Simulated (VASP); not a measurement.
Wanted: the native input for a VASP 6.6.1 run.

* Task: single point
* Functional: PBEsol
* Potentials or basis: VASP PAW PBE potentials, release 64 (Ba_sv, Ti_sv, O)
* Cutoff: 520 eV
* k mesh: 6 × 6 × 6
* Occupations: gaussian, width 0.01 eV
* Spin: no spin polarisation
* Hubbard terms: Ti d U = 4.5 eV
* Dipole correction: no
* Further INCAR settings: ALGO = Normal; EDIFF = 1e-06; NBANDS = 28

The structure of BaTiO3 lies in POSCAR:

```
BaTiO3
1.0
    2.8273666100      1.6323808700      2.3183934900
   -2.8273666100      1.6323808700      2.3183934900
    0.0000000000     -3.2647617400      2.3183934900
Ba Ti O
1 1 3
Direct
    0.0000000000      0.0000000000      0.0000000000
    0.4845000000      0.4845000000      0.4845000000
    0.5086000000      0.5086000000      0.0175000000
    0.0175000000      0.5086000000      0.5086000000
    0.5086000000      0.0175000000      0.5086000000
```

One way to write it, as run:

INCAR

```
PREC     = Accurate       # precision mode
ENCUT    = 520            # plane-wave cutoff, eV
EDIFF    = 1E-6           # SCF threshold, eV
ISMEAR   = 0              # smearing method
SIGMA    = 0.01           # smearing width, eV
LREAL    = False          # projectors in reciprocal space
LASPH    = True           # aspherical terms in the spheres
NELM     = 150            # most SCF steps
ALGO     = Normal         # electronic algorithm
ISIF     = 2              # what is computed and relaxed
LWAVE    = False          # write WAVECAR
LCHARG   = False          # write CHGCAR
LMAXMIX  = 4              # l up to which the mixer works
LDAU     = True           # DFT+U
LDAUTYPE = 2            
LDAUL    = -1 2 -1        # shell
LDAUU    = 0 4.5 0        # U, eV
LDAUJ    = 0 0 0        
LDAUPRINT= 1            
GGA      = PS             # functional
NBANDS   = 28             # bands
```

KPOINTS

```
Automatic mesh
0
Gamma
  6 6 6
```

Potentials or basis: VASP PAW PBE potentials, release 64 (Ba_sv, Ti_sv, O).

Command:

```console
$ cat potpaw_PBE.64/Ba_sv/POTCAR potpaw_PBE.64/Ti_sv/POTCAR potpaw_PBE.64/O/POTCAR > POTCAR
$ mpirun -np 1 vasp_std > vasp.out
```

Results of the run:

```json
{
  "Pressure": "4.7 GPa",
  "Largest force": "1.330 eV/Å",
  "Band gap on the k mesh": "2.80 eV, indirect (least direct gap 3.21 eV)"
}
```

Caveat: the PAW data sets were made with another functional, which shifts forces and pressure a little; spin-orbit coupling is left out, which moves the levels of the heavy elements.

Wall time 100 s on 1 thread of Intel Xeon 8259CL, on a shared host, peak memory 0.21 GiB.
